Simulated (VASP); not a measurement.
## BaF2 (Frankdicksonite): relaxation of cell and atoms with PBEsol

BaF2 (Frankdicksonite):

```
Ba F
1.0
     0.00000    3.06889    3.06889
     3.06889    0.00000    3.06889
     3.06889    3.06889    0.00000
Ba F
1 2
Direct
  0.00000 0.00000 0.00000
  0.25000 0.25000 0.25000
  0.75000 0.75000 0.75000
```

```json
{"Program": "VASP 6.6.1", "Task": "relaxation of cell and atoms", "Functional": "PBEsol", "Potentials or basis": "VASP PAW PBE potentials, release 64 (Ba_sv, F)", "Cutoff": "600 eV", "k mesh": "6 × 6 × 6", "Occupations": "gaussian, width 0.01 eV", "Spin": "no spin polarisation", "Target pressure": "7 GPa", "Dipole correction": "no", "Further INCAR settings": "ALGO = Normal; EDIFF = 1e-07; IBRION = 2; EDIFFG = -0.002; NSW = 100; ISIF = 3"}
```

* Relaxed volume: 17.92 Å³/atom
* Relaxed cell: a = 4.236 Å, b = 4.236 Å, c = 4.236 Å, α = 60.00°, β = 60.00°, γ = 60.00°
* Space group after relaxing (to 0.05 Å): Fm-3m (No. 225)
* Energy change on relaxing (the enthalpy is what falls): +33.0 meV/atom
* Ionic steps: 3
* Pressure after relaxing: 7.0 GPa
* Band gap on the k mesh: 7.07 eV, indirect (least direct gap 7.19 eV)

Step by step:
| step | energy change (eV) | largest force (eV/Å) | pressure (GPa) | volume (Å³) |
| --- | --- | --- | --- | --- |
| 1 | 0.0000 | 0.0000 | 1.21 | 57.81 |
| 2 | 0.1820 | 0.0000 | 9.98 | 52.17 |
| 3 | 0.0990 | 0.0000 | 7.00 | 53.75 |

Final structure:
```
Ba F
1.0
     0.00000    2.99530    2.99530
     2.99530    0.00000    2.99530
     2.99530    2.99530    0.00000
Ba F
1 2
Direct
  0.00000 0.00000 0.00000
  0.25000 0.25000 0.25000
  0.75000 0.75000 0.75000
```

Levels at points of the mesh, in eV from the valence-band top:
```tsv
k point	band 8	band 9	band 10	band 11	band 12	band 13	band 14	band 15	band 16
(0.00, 0.00, 0.00)	-1.87	-1.87	-0.12	-0.12	-0.12	7.07	9.48	9.48	12.19
(0.50, 0.00, 0.00)	-1.39	-0.80	-0.34	-0.14	-0.14	9.53	9.53	9.64	10.06
(0.50, 0.50, 0.00)	-0.51	-0.51	-0.23	-0.22	-0.22	7.34	9.44	11.27	12.76
```

Run time: 61 s on 1 thread of Intel(R) Xeon(R) Platinum 8488C (Sapphire Rapids), with other jobs on the host, peak memory 0.21 GiB.

Caveat: the cell is relaxed towards a set pressure, so the enthalpy falls and the energy may rise; the PAW data sets were made with another functional, which shifts forces and pressure a little; spin-orbit coupling is left out, which moves the levels of the heavy elements. A k mesh can miss the band edges.
